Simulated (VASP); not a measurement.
Set up this calculation in VASP 6.6.1, as the native input.

* Task: single point
* Functional: PBE
* Potentials or basis: VASP PAW PBE potentials, release 64 (Zr_sv, Br)
* Cutoff: 520 eV
* k mesh: 4 × 4 × 4
* Occupations: gaussian, width 0.1 eV
* Spin: no spin polarisation
* Dipole correction: no
* Further INCAR settings: ALGO = Normal; EDIFF = 1e-06; NBANDS = 22

The structure of Zr2Br lies in POSCAR:

```
Zr2Br
1.0
    0.0000000000      3.5679935500      3.5679935500
    3.5679935500      0.0000000000      3.5679935500
    3.5679935500      3.5679935500      0.0000000000
Zr Br
2 1
Direct
    0.7500000000      0.7500000000      0.7500000000
    0.2500000000      0.2500000000      0.2500000000
    0.0000000000      0.0000000000      0.0000000000
```

The input as run:

INCAR

```
SYSTEM = Zr2Br
PREC     = Accurate       ! precision mode
ENCUT    = 520            ! plane-wave cutoff, eV
EDIFF    = 1E-6           ! SCF threshold, eV
ISMEAR   = 0              ! smearing method
SIGMA    = 0.1            ! smearing width, eV
LREAL    = .FALSE.        ! projectors in reciprocal space
LASPH    = .TRUE.         ! aspherical terms in the spheres
NELM     = 100            ! most SCF steps
ALGO     = Normal         ! electronic algorithm
ISIF     = 2              ! what is computed and relaxed
LWAVE    = .FALSE.        ! write WAVECAR
LCHARG   = .FALSE.        ! write CHGCAR
GGA      = PE             ! functional
NBANDS   = 22             ! bands
```

KPOINTS

```
Automatic mesh
0
G
  4 4 4
  0 0 0
```

Potentials or basis: VASP PAW PBE potentials, release 64 (Zr_sv, Br).

Launch:

```console
$ cat potpaw_PBE.64/Zr_sv/POTCAR potpaw_PBE.64/Br/POTCAR > POTCAR
$ mpirun -np 1 vasp_std > vasp.out
```

Results of the run:

- Pressure: -11.3 GPa

Caveat: the k points lie up to 0.38 Å⁻¹ apart; an odd number of electrons without spin polarisation forces a metal; a magnetic or distorted state may lie lower.

Run time: 46 s on 1 thread of Intel Xeon 8259CL, on a shared host, peak memory 0.24 GiB.
